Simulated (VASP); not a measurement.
# LiCaF3 (Cm) in VASP: notebook

The runs below take LiCaF3 through single point, with PBE.

Program: VASP 6.6.1. These are calculated values, not measurements. Logs are shortened: lines on timing, memory, paths and dates and some standing lists are left out, and cuts for length are marked.

## Step 1: The cell of the first run

It takes space group Cm (No. 8, monoclinic). The conventional cell has a = 5.319 Å, b = 5.319 Å, c = 3.761 Å, α = 90.00°, β = 90.00°, γ = 90.00°. Li (site symmetry m) has 6 F at 1.69 to 2.09 Å within 2.3 Å. Ca (site symmetry m) has 12 F at 2.66 Å and 7 Li at 2.98 to 3.38 Å within 3.5 Å. F (site symmetry 1) has 2 Li at 1.76 to 2.04 Å within 2.3 Å. F (site symmetry m) has 2 Li at 1.69 to 2.09 Å within 2.3 Å.

## Step 2: Single point, PBE (atom 1 (Li) moved by (-0.200, -0.200) A along [1 1 0] and z)

Contents of INCAR:

```
SYSTEM = LiCaF3
  ALGO = Normal
  EDIFF = 1E-7
  ENCUT = 520
  GGA = PE
  ISIF = 2
  ISMEAR = 0
  LASPH = .TRUE.
  LCHARG = .TRUE.
  LELF = .TRUE.
  LREAL = .FALSE.
  LVHAR = .TRUE.
  LWAVE = .FALSE.
  NBANDS = 25
  NELM = 100
  PREC = Accurate
  SIGMA = 0.05
```

Contents of KPOINTS:

```
k-points
0
G
  6 6 6
  0 0 0
```

Contents of POSCAR:

```
LiCaF3
1.0
    3.7612440000      0.0000000000      0.0000000000
    0.0000000000      3.7612440000      0.0000000000
    0.0000000000      0.0000000000      3.7612440000
Li Ca F
1 1 3
Direct
    0.4624003770      0.4624003770      0.4468261033
    0.0000000000      0.0000000000      0.0000000000
    0.0000000000      0.5000000000      0.5000000000
    0.5000000000      0.5000000000      0.0000000000
    0.5000000000      0.0000000000      0.5000000000
```

Potentials or basis: VASP PAW PBE potentials, release 64 (Li_sv, Ca_sv, F).

The run is started by

```
cat potpaw_PBE.64/Li_sv/POTCAR potpaw_PBE.64/Ca_sv/POTCAR potpaw_PBE.64/F/POTCAR > POTCAR
mpirun -np 1 vasp_std > vasp.out
```

OUTCAR:

```text
SYSTEM = LiCaF3
   EDIFF = 1E-7
   ENCUT = 520
   GGA = PE
   ISIF = 2
   ISMEAR = 0
   LASPH = .TRUE.
   LREAL = .FALSE.
   NELM = 100
   PREC = Accurate

 ion  position               nearest neighbor table
   1  0.462  0.462  0.447-   4 1.69   3 1.76   5 1.76   5 2.04   3 2.04   4 2.09
   2  0.000  0.000  0.000-
   3  0.000  0.500  0.500-   1 1.76   1 2.04
   4  0.500  0.500  0.000-   1 1.69   1 2.09
   5  0.500  0.000  0.500-   1 1.76   1 2.04

  LATTYP: Found a simple cubic cell.
 ALAT       =     3.7612440000

  Lattice vectors:

 A1 = (   3.7612440000,   0.0000000000,   0.0000000000)
 A2 = (   0.0000000000,   3.7612440000,   0.0000000000)
 A3 = (   0.0000000000,   0.0000000000,   3.7612440000)

Analysis of symmetry for initial positions (statically):
=====================================================================
 Subroutine PRICEL returns:
 Original cell was already a primitive cell.

 Routine SETGRP: Setting up the symmetry group for a
 simple cubic supercell.

 Subroutine GETGRP returns: Found  2 space group operations
 (whereof  2 operations were pure point group operations)
 out of a pool of 48 trial point group operations.

The static configuration has the point symmetry C_1h.

Analysis of symmetry for dynamics (positions and initial velocities):
=====================================================================
 Subroutine PRICEL returns:
 Original cell was already a primitive cell.

 Routine SETGRP: Setting up the symmetry group for a
 simple cubic supercell.

 Subroutine GETGRP returns: Found  2 space group operations
 (whereof  2 operations were pure point group operations)
 out of a pool of 48 trial point group operations.

The dynamic configuration has the point symmetry C_1h.

 Subroutine INISYM returns: Found  2 space group operations
 (whereof  2 operations are pure point group operations),
 and found     1 'primitive' translations

----------------------------------------------------------------------------------------

                                     Primitive cell

  volume of cell :      53.2102

  direct lattice vectors                    reciprocal lattice vectors
     3.761244000  0.000000000  0.000000000     0.265869484  0.000000000  0.000000000
     0.000000000  3.761244000  0.000000000     0.000000000  0.265869484  0.000000000
     0.000000000  0.000000000  3.761244000     0.000000000  0.000000000  0.265869484

  length of vectors
     3.761244000  3.761244000  3.761244000     0.265869484  0.265869484  0.265869484

  position of ions in fractional coordinates (direct lattice)
     0.462400377  0.462400377  0.446826103
     0.000000000  0.000000000  0.000000000
     0.000000000  0.500000000  0.500000000
     0.500000000  0.500000000  0.000000000
     0.500000000  0.000000000  0.500000000

  ion indices of the primitive-cell ions
   primitive index   ion index
                 1           1
                 2           2
                 3           3
                 4           4
                 5           5

----------------------------------------------------------------------------------------

 KPOINTS: k-points

Automatic generation of k-mesh.
 Grid dimensions read from file:
 generate k-points for:    6    6    6

 Generating k-lattice:

  Cartesian coordinates                     Fractional coordinates (reciprocal lattice)
     0.044311581  0.000000000  0.000000000     0.166666667  0.000000000  0.000000000
     0.000000000  0.044311581  0.000000000     0.000000000  0.166666667  0.000000000
     0.000000000  0.000000000  0.044311581     0.000000000  0.000000000  0.166666667

  Length of vectors
     0.044311581  0.044311581  0.044311581

  Shift w.r.t. Gamma in fractional coordinates (k-lattice)
     0.000000000  0.000000000  0.000000000

 Subroutine IBZKPT returns following result:
 ===========================================

 Found     68 irreducible k-points:

 Following reciprocal coordinates:
            Coordinates               Weight
  0.000000  0.000000  0.000000      1.000000
  0.166667  0.000000  0.000000      4.000000
  0.000000  0.000000  0.166667      2.000000
  0.333333  0.000000  0.000000      4.000000
  0.000000  0.000000  0.333333      2.000000
  0.500000  0.000000  0.000000      2.000000
[... 16 lines left out ...]
 -0.333333  0.333333  0.000000      2.000000
 -0.333333  0.000000  0.333333      4.000000
 [... further k-points ...]
   k-points           NKPTS =     68   k-points in BZ     NKDIM =     68   number of bands    NBANDS=     25
   number of dos      NEDOS =    301   number of ions     NIONS =      5
   total plane-waves  NPLWV =  21952
   dimension x,y,z NGX =    28 NGY =   28 NGZ =   28
   dimension x,y,z NGXF=    56 NGYF=   56 NGZF=   56
   ions per type =               1   1   3
   NGX,Y,Z   is equivalent  to a cutoff of  12.38, 12.38, 12.38 a.u.
   NGXF,Y,Z  is equivalent  to a cutoff of  24.75, 24.75, 24.75 a.u.
 SYSTEM =  LiCaF3
   PREC   = accura    normal or accurate (medium, high low for compatibility)
   ISTART =      0    job   : 0-new  1-cont  2-samecut
   ICHARG =      2    charge: 1-file 2-atom 10-const
   ISPIN  =      1    spin polarized calculation?
   LNONCOLLINEAR =      F non collinear calculations
   LSORBIT =      F    spin-orbit coupling
   LASPH  =      T    aspherical Exc in radial PAW
   ENCUT  =  520.0 eV  38.22 Ry    6.18 a.u.   6.99  6.99  6.99*2*pi/ulx,y,z
   NELM   =    100;   NELMIN=  2; NELMDL= -5     # of ELM steps
   EDIFF  = 0.1E-06   stopping-criterion for ELM
   LREAL  =      F    real-space projection
   EDIFFG = 0.1E-05   stopping-criterion for IOM
   NSW    =      0    number of steps for IOM
   IBRION =     -1    ionic relax: 0-MD 1-quasi-New 2-CG
   NFREE  =      0    steps in history (QN), initial steepest desc. (CG)
   ISIF   =      2    stress and relaxation
   ISYM   =      2    0-nonsym 1-usesym 2-fastsym
   POTIM  = 0.5000    time-step for ionic-motion
   TEBEG  =    0.0;   TEEND  =   0.0 temperature during run
   PSTRESS=    0.0 pullay stress
   NELECT =      34.0000    total number of electrons
   NUPDOWN=      -1.0000    fix difference up-down
   EMIN   =  10.00;   EMAX   =-10.00  energy-range for DOS
   EFERMI =   0.00;   METHOD = LEGACY
   ISMEAR =     0;   SIGMA  =   0.05  broadening in eV -4-tet -1-fermi 0-gaus
   EFERMI_NEDOS =   21; number of points for ismear=-14 and -15
   IALGO  =     38    algorithm
   IMIX   =      4    mixing-type and parameters
     AMIX     =   0.40;   BMIX     =  1.00
     AMIX_MAG =   1.60;   BMIX_MAG =  1.00
  volume/ion in A,a.u.               =      10.64        71.82
  Fermi-wavevector in a.u.,A,eV,Ry     =   1.410056  2.664619 27.051883  1.988257
  Thomas-Fermi vector in A             =   2.532049
   LORBIT       =      0    0 simple, 1 ext, 2 COOP (PROOUT), +10 PAW based schemes
   GGA     = PE    functional components
   LHFCALC =     F    Hartree Fock is set to
   AEXX    =    0.0000 exact exchange contribution
   IVDW    =     0    specifies the selected vdW correction
   LEPSILON=     F    determine dielectric tensor
   LRPA    =     F    only Hartree local field effects (RPA)
 non-spin polarized calculation
 Gauss-broadening in eV      SIGMA  =   0.05
  energy-cutoff  :      520.00
  volume of cell :       53.21
 maximum number of plane-waves:      1472
   NGX = 13   NGY = 13   NGZ = 13

 number of electron      33.9999948 magnetization

 Free energy of the ion-electron system (eV)
  ---------------------------------------------------
  ext. energy  EPLUGINS =         0.00000000
  ---------------------------------------------------
  free energy    TOTEN  =       -25.84257595 eV

  energy without entropy =      -25.84257595  energy(sigma->0) =      -25.84257595

 E-fermi :   0.4497     XC(G=0): -10.2608

 val. band max:        0.0756032941   @ k =   0.5000   0.5000   0.5000
 cond. band min:       6.5234330408   @ k =   0.0000   0.0000   0.0000
 fundamental gap:      6.4478297467
 Fermi energy:         0.4497215677

 k-point     1 :       0.0000    0.0000    0.0000
  band No.  band energies     occupation
      1     -40.0975      2.00000
      2     -37.7386      2.00000
      3     -20.2037      2.00000
      4     -19.3325      2.00000
      5     -19.2958      2.00000
      6     -18.6604      2.00000
[... 17 lines left out ...]
     24      16.7060      0.00000
     25      17.6518      0.00000

 k-point     2 :       0.1667    0.0000    0.0000
  band No.  band energies     occupation
      1     -40.0968      2.00000
      2     -37.7364      2.00000
      3     -20.2215      2.00000
      4     -19.4326      2.00000
      5     -19.3178      2.00000
      6     -18.6536      2.00000
[... 17 lines left out ...]
     24      15.9255      0.00000
     25      17.0123      0.00000

 k-point     3 :       0.0000    0.0000    0.1667
  band No.  band energies     occupation
      1     -40.0967      2.00000
      2     -37.7364      2.00000
      3     -20.2193      2.00000
      4     -19.4609      2.00000
      5     -19.2918      2.00000
      6     -18.6540      2.00000
[... 17 lines left out ...]
     24      15.8952      0.00000
     25      17.0841      0.00000

 k-point     4 :       0.3333    0.0000    0.0000
  band No.  band energies     occupation
      1     -40.0949      2.00000
      2     -37.7320      2.00000
      3     -20.2607      2.00000
      4     -19.6065      2.00000
      5     -19.3092      2.00000
      6     -18.6452      2.00000
[... 17 lines left out ...]
     24      13.5441      0.00000
     25      16.9609      0.00000
[... 477 lines left out ...]
 k-point    22 :       0.0000    0.3333    0.3333
  band No.  band energies     occupation
      1     -40.0923      2.00000
      2     -37.7255      2.00000
      3     -20.1186      2.00000
      4     -19.8169      2.00000
      5     -19.4330      2.00000
      6     -18.6316      2.00000
[... 17 lines left out ...]
     24      13.5698      0.00000
     25      14.3487      0.00000

 k-point    23 :      -0.3333    0.3333    0.0000
  band No.  band energies     occupation
      1     -40.0924      2.00000
      2     -37.7255      2.00000
      3     -20.1286      2.00000
      4     -19.7819      2.00000
      5     -19.4629      2.00000
      6     -18.6289      2.00000
[... 17 lines left out ...]
     24      13.4874      0.00000
     25      14.3234      0.00000

 k-point    24 :      -0.3333    0.0000    0.3333
  band No.  band energies     occupation
      1     -40.0923      2.00000
      2     -37.7255      2.00000
      3     -20.1319      2.00000
      4     -19.7957      2.00000
      5     -19.4421      2.00000
      6     -18.6316      2.00000
[... 17 lines left out ...]
     24      13.4797      0.00000
     25      14.3208      0.00000

 [... further k-points ...]

------------------------ aborting loop because EDIFF is reached ----------------------------------------

  FORCE on cell =-STRESS in cart. coord.  units (eV):
  Direction    XX          YY          ZZ          XY          YZ          ZX
  --------------------------------------------------------------------------------------
  -------------------------------------------------------------------------------------
  Total        0.3788876      0.3788876      0.9103332     -0.0640991     -0.1237713     -0.1237711
  in kB       11.4084439     11.4084439     27.4104663     -1.9300462     -3.7267992     -3.7267941
  external PRESSURE =      16.7424514 kB  Pullay stress =       0.0000000 kB

 VOLUME and BASIS-vectors are now :
 -----------------------------------------------------------------------------
  energy-cutoff  :      520.00
  volume of cell :       53.21
      direct lattice vectors                 reciprocal lattice vectors
     3.761244000  0.000000000  0.000000000     0.265869484  0.000000000  0.000000000
     0.000000000  3.761244000  0.000000000     0.000000000  0.265869484  0.000000000
     0.000000000  0.000000000  3.761244000     0.000000000  0.000000000  0.265869484

 POSITION                                       TOTAL-FORCE (eV/Angst)
 -----------------------------------------------------------------------------------
      1.73920      1.73920      1.68062         0.802430      0.802430      1.347439
      0.00000      0.00000      0.00000        -0.170550     -0.170550     -0.233573
      0.00000      1.88062      1.88062        -0.550870     -0.055634     -0.080100
      1.88062      1.88062      0.00000        -0.025376     -0.025376     -0.953667
      1.88062      0.00000      1.88062        -0.055634     -0.550870     -0.080100
 -----------------------------------------------------------------------------------
    total drift:                               -0.000532     -0.000532     -0.004143

  FREE ENERGIE OF THE ION-ELECTRON SYSTEM (eV)
  ---------------------------------------------------
  free  energy   TOTEN  =       -25.8425759464 eV

  energy  without entropy=      -25.8425759464  energy(sigma->0) =      -25.84257595
```

Run time: 29 s. Hardware: 1 thread of Intel Xeon 6975P-C (Granite Rapids), shared host; peak memory 0.21 GiB.

What came out:

| Property | Result |
| --- | --- |
| Free energy | -25.8426 eV |
| Largest force | 1.762 eV/Å |
| Band gap on the k mesh | 6.45 eV, indirect (least direct gap 6.50 eV) |

Forces on the atoms (eV/Å):
```
Li   0.802  0.802  1.347
Ca  -0.171 -0.171 -0.234
F   -0.551 -0.056 -0.080
F   -0.025 -0.025 -0.954
F   -0.056 -0.551 -0.080
```

Caveat: the cell differs from its parent crystal (atom 1 (Li) moved by (-0.200, -0.200) A along [1 1 0] and z); the cutoff is under 1.25 times the usual one of these potentials, so pressure, stress and relaxed cells hold a basis-set (Pulay) error; forces of over 1 eV/Å act on the atoms, so gaps and moduli don't describe the material at rest. A k mesh can miss the band edges.

## Step 3: Single point, PBE (atom 1 (Li) moved by (-0.200, -0.100) A along [1 1 0] and z)

Contents of INCAR:

```
SYSTEM = LiCaF3
PREC     = Accurate       ! precision mode
ENCUT    = 520            ! plane-wave cutoff, eV
EDIFF    = 1E-6           ! SCF threshold, eV
ISMEAR   = 0              ! smearing method
SIGMA    = 0.05           ! smearing width, eV
LREAL    = .FALSE.        ! projectors in reciprocal space
LASPH    = .TRUE.         ! aspherical terms in the spheres
NELM     = 60             ! most SCF steps
ALGO     = Normal         ! electronic algorithm
ISIF     = 2              ! what is computed and relaxed
LWAVE    = .FALSE.        ! write WAVECAR
LCHARG   = .FALSE.        ! write CHGCAR
GGA      = PE             ! functional
NBANDS   = 25             ! bands
```

Contents of KPOINTS:

```
Automatic mesh
0
G
  6 6 6
  0 0 0
```

POSCAR, as its differences from that of step 2:

```diff
@@ -8,3 +8,3 @@
 Direct
-    0.4624003770      0.4624003770      0.4468261033
+    0.4624003770      0.4624003770      0.4734130516
     0.0000000000      0.0000000000      0.0000000000
```

Potentials or basis: VASP PAW PBE potentials, release 64 (Li_sv, Ca_sv, F).

The run is started by

```
cat potpaw_PBE.64/Li_sv/POTCAR potpaw_PBE.64/Ca_sv/POTCAR potpaw_PBE.64/F/POTCAR > POTCAR
mpirun -np 1 vasp_std > vasp.out
```

Wall time 28 s (1 thread of Intel Xeon 6975P-C (Granite Rapids), shared host); peak memory 0.21 GiB.

It converged, with:

```yaml
Free_energy: -25.9360 eV
Largest_force: 1.368 eV/Å
Band_gap_on_the_k_mesh: 6.47 eV, indirect (least direct gap 6.53 eV)
```

Forces in eV/Å, atoms in the order of the input:
```
Li   0.879  0.879  0.571
Ca  -0.164 -0.164 -0.118
F   -0.597 -0.052 -0.037
F   -0.066 -0.066 -0.380
F   -0.052 -0.597 -0.037
```

Levels at points of the mesh, in eV from the valence-band top:
```csv
k point,band 13,band 14,band 15,band 16,band 17,band 18,band 19,band 20,band 21,band 22
"(0.00, 0.00, 0.00)",-0.83,-0.82,-0.14,-0.12,-0.07,6.47,6.47,6.84,8.04,8.06
"(0.50, 0.00, 0.00)",-1.20,-1.19,-1.16,-0.43,-0.37,7.53,7.63,8.20,8.80,8.80
"(0.00, 0.00, 0.50)",-1.18,-1.17,-1.16,-0.45,-0.37,7.53,7.63,8.20,8.79,8.80
"(0.50, 0.50, 0.00)",-1.41,-1.37,-1.37,-0.18,-0.07,7.88,8.04,8.76,8.77,9.06
"(0.00, 0.50, 0.50)",-1.43,-1.38,-1.38,-0.15,-0.06,7.88,8.04,8.76,8.77,9.06
"(0.50, 0.50, 0.50)",-0.16,-0.13,-0.01,0.00,0.00,7.45,7.46,7.47,8.84,8.84
```

Caveat: the cell differs from its parent crystal (atom 1 (Li) moved by (-0.200, -0.100) A along [1 1 0] and z); the cutoff is under 1.25 times the usual one of these potentials, so pressure, stress and relaxed cells hold a basis-set (Pulay) error; forces of over 1 eV/Å act on the atoms, so gaps and moduli don't describe the material at rest. A k mesh can miss the band edges.
